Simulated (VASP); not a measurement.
Write the native input for VASP 6.6.1 that does the following.

* Task: single point
* Functional: r2SCAN
* Potentials or basis: VASP PAW PBE potentials, release 64 (Fe)
* Cutoff: 520 eV
* k mesh: 13 × 13 × 13
* Occupations: fermi-dirac, width 0.1 eV
* Spin: no spin polarisation
* Dipole correction: no
* Further INCAR settings: ALGO = Normal; EDIFF = 1e-06; NBANDS = 15

Fe:

```xyz
2
Lattice="0.0000 2.4986 2.4986 2.4986 0.0000 2.4986 2.4986 2.4986 0.0000" Properties=species:S:1:pos:R:3 pbc="T T T"
Fe    0.6246    0.6246    0.6246
Fe    4.3725    4.3725    4.3725
```

This cell differs from its parent crystal: volume scaled by 1.12.

The input as run:

POSCAR

```
Fe
1.0
    0.0000000000      2.4985919589      2.4985919589
    2.4985919589      0.0000000000      2.4985919589
    2.4985919589      2.4985919589      0.0000000000
Fe
2
Direct
    0.1250000000      0.1250000000      0.1250000000
    0.8750000000      0.8750000000      0.8750000000
```

INCAR.step1

```
SYSTEM = Fe
ALGO     = Normal         ! electronic algorithm
EDIFF    = 1E-4           ! SCF threshold, eV
ENCUT    = 520            ! plane-wave cutoff, eV
GGA      = PE             ! functional
ISMEAR   = -1             ! smearing method
LASPH    = .TRUE.         ! aspherical terms in the spheres
LCHARG   = .FALSE.        ! write CHGCAR
LREAL    = .FALSE.        ! projectors in reciprocal space
LWAVE    = .TRUE.         ! write WAVECAR
NBANDS   = 15             ! bands
NELM     = 100            ! most SCF steps
PREC     = Accurate       ! precision mode
SIGMA    = 0.1            ! smearing width, eV
```

INCAR.step2

```
SYSTEM = Fe
ALGO     = Normal         ! electronic algorithm
EDIFF    = 1E-6           ! SCF threshold, eV
ENCUT    = 520            ! plane-wave cutoff, eV
ISIF     = 2              ! what is computed and relaxed
ISMEAR   = -1             ! smearing method
ISTART   = 1            
LASPH    = .TRUE.         ! aspherical terms in the spheres
LCHARG   = .FALSE.        ! write CHGCAR
LMIXTAU  = .TRUE.       
LREAL    = .FALSE.        ! projectors in reciprocal space
LWAVE    = .FALSE.        ! write WAVECAR
METAGGA  = R2SCAN         ! meta-GGA
NBANDS   = 15             ! bands
NELM     = 100            ! most SCF steps
PREC     = Accurate       ! precision mode
SIGMA    = 0.1            ! smearing width, eV
```

KPOINTS

```
k-points
0
G
  13 13 13
  0 0 0
```

Potentials or basis: VASP PAW PBE potentials, release 64 (Fe).

The run is started by

```sh
$ cat potpaw_PBE.64/Fe/POTCAR > POTCAR
$ cp INCAR.step1 INCAR
$ mpirun -np 1 vasp_std > vasp.out
$ cp INCAR.step2 INCAR
$ mpirun -np 1 vasp_std > vasp.out
```

It gave:

```json
{"Pressure": "-15.6 GPa", "Band gap on the k mesh": "zero (band 8 reaches 3.25 eV, above the bottom of band 9 at 2.54 eV)"}
```

Caveat: the PAW data sets were made with another functional, which shifts forces and pressure a little; the run has no spin polarisation, though such a crystal can be magnetic.

It took 95 s on 1 thread of Intel(R) Xeon(R) 6975P-C (Granite Rapids), with other jobs on the host, peak memory 0.17 GiB.
